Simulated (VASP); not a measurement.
# InSe2: single point with PBE

Crystal: InSe2.

```xyz
6
Lattice="-3.8874 0.0000 0.0000 0.0000 -3.8874 0.0000 0.0000 0.0000 10.2325" Properties=species:S:1:pos:R:3 pbc="T T T"
In    0.0000   -1.9437    5.4053
In   -1.9437    0.0000    1.4425
Se    0.0000   -1.9437    2.1177
Se   -1.9437    0.0000    4.7301
Se   -3.8874    0.0000    8.2902
Se   -1.9437   -1.9437    8.2902
```

* Program: VASP 6.6.1
* Task: single point
* Functional: PBE
* Potentials or basis: VASP PAW PBE potentials, release 64 (In_d, Se)
* Cutoff: 520 eV
* k mesh: 12 × 12 × 5
* Occupations: gaussian, width 0.15 eV
* Spin: no spin polarisation
* Dipole correction: no
* Further INCAR settings: ALGO = Normal; EDIFF = 1e-07; NBANDS = 34

```
Pressure               : -0.5 GPa
Largest force          : 0.400 eV/Å
Band gap on the k mesh : zero (band 25 reaches 5.09 eV, above the bottom of band 26 at 3.17 eV)
```

Forces in eV/Å, atoms in the order of the input:
```
In   0.000  0.000  0.158
In   0.000  0.000  0.096
Se   0.000  0.000 -0.400
Se   0.000  0.000 -0.069
Se   0.000  0.000  0.108
Se   0.000  0.000  0.108
```

Stress tensor (GPa, compression positive):
```
-0.04  0.00  0.00
 0.00 -0.04  0.00
 0.00  0.00 -1.44
```

Levels at points of the mesh, in eV from the Fermi level:
```
           k point  band 22  band 23  band 24  band 25  band 26  band 27  band 28  band 29
(0.00, 0.00, 0.00)    -2.08    -1.83    -1.83     0.46     0.48     3.01     3.05     3.05
(0.50, 0.00, 0.00)    -1.63    -1.28    -1.14    -1.14    -1.01     1.13     1.64     2.85
(0.50, 0.50, 0.00)    -3.57    -1.45    -1.45    -1.28    -1.23     2.84     2.85     3.85
```

Wall time 8.3 min on 1 thread of AMD EPYC 7R13 Processor (Zen 3), on a shared host, peak memory 0.46 GiB.

Caveat: spin-orbit coupling is left out, which moves the levels of the heavy elements.
